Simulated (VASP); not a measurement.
## BN: single point with PBE+D3(BJ)

The system is BN.

```
B N
1.0
     2.62315    0.00000    0.00000
    -1.31157    2.17036    0.00000
     0.00000    0.00000    6.59240
B N
2 2
Direct
  0.86170 0.00000 0.50000
  0.47187 0.66667 0.00000
  0.13787 0.00000 0.00000
  0.52861 0.33333 0.50000
```

This cell differs from its parent crystal: atoms displaced along a vibrational mode, the cell strained.

```json
{
 "Program": "VASP 6.6.1",
 "Task": "single point",
 "Functional": "PBE",
 "Dispersion": "D3(BJ)",
 "Potentials or basis": "VASP PAW PBE potentials, release 64 (B, N)",
 "Cutoff": "520 eV",
 "k mesh": "12 × 12 × 4",
 "Occupations": "methfessel-paxton, width 0.05 eV",
 "Spin": "no spin polarisation",
 "Dipole correction": "no",
 "Further INCAR settings": "ALGO = Normal; EDIFF = 1e-06; NBANDS = 16"
}
```

| Property | Result |
| --- | --- |
| Pressure | -14.2 GPa |
| Largest force | 0.444 eV/Å |
| Band gap on the k mesh | 3.28 eV (least direct gap 3.71 eV) |
| Dispersion energy per atom | -0.136 eV |

Forces on the atoms (eV/Å):
```
B    0.030  0.372  0.000
B   -0.029  0.396  0.000
N   -0.019 -0.444  0.000
N    0.017 -0.325  0.000
```

Stress tensor (GPa, compression positive):
```
-37.14   0.41   0.00
  0.41  -6.57   0.00
  0.00   0.00   0.99
```

Levels at points of the mesh, in eV from the valence-band top:
```
           k point  band 4  band 5  band 6  band 7  band 8  band 9  band 10  band 11  band 12  band 13
(0.00, 0.00, 0.00)   -3.92   -1.72   -1.69   -1.57   -1.55    4.97     9.72    10.17    10.31    10.39
(0.50, 0.00, 0.00)   -8.83   -4.05   -4.00   -1.52   -1.07    4.12     5.06     8.89     9.45    12.36
(0.50, 0.50, 0.00)   -8.74   -4.06   -4.00   -1.87   -0.51    3.28     5.80     8.91     9.50    11.83
(0.00, 0.50, 0.00)   -8.65   -4.67   -4.64   -1.21   -0.57    4.04     5.26     7.80     8.17    12.54
(0.00, 0.00, 0.50)   -5.16   -1.72   -1.69   -1.57   -1.55    7.21     7.22    10.32    10.33    10.85
(0.50, 0.00, 0.50)   -8.88   -4.03   -4.02   -1.22   -1.21    4.22     4.31     9.28     9.48    12.94
(0.50, 0.50, 0.50)   -8.89   -4.05   -4.01   -1.24   -1.21    4.30     4.31     9.36     9.37    13.40
(0.00, 0.50, 0.50)   -8.73   -4.66   -4.64   -0.84   -0.82    4.36     4.39     8.06     8.15    13.08
```

It took 47 s on 1 thread of Intel(R) Xeon(R) 6975P-C (Granite Rapids), with other jobs on the host, peak memory 0.23 GiB.

Caveat: the cell differs from its parent crystal (atoms displaced along a vibrational mode, the cell strained); the cell stands under tension. A k mesh can miss the band edges.
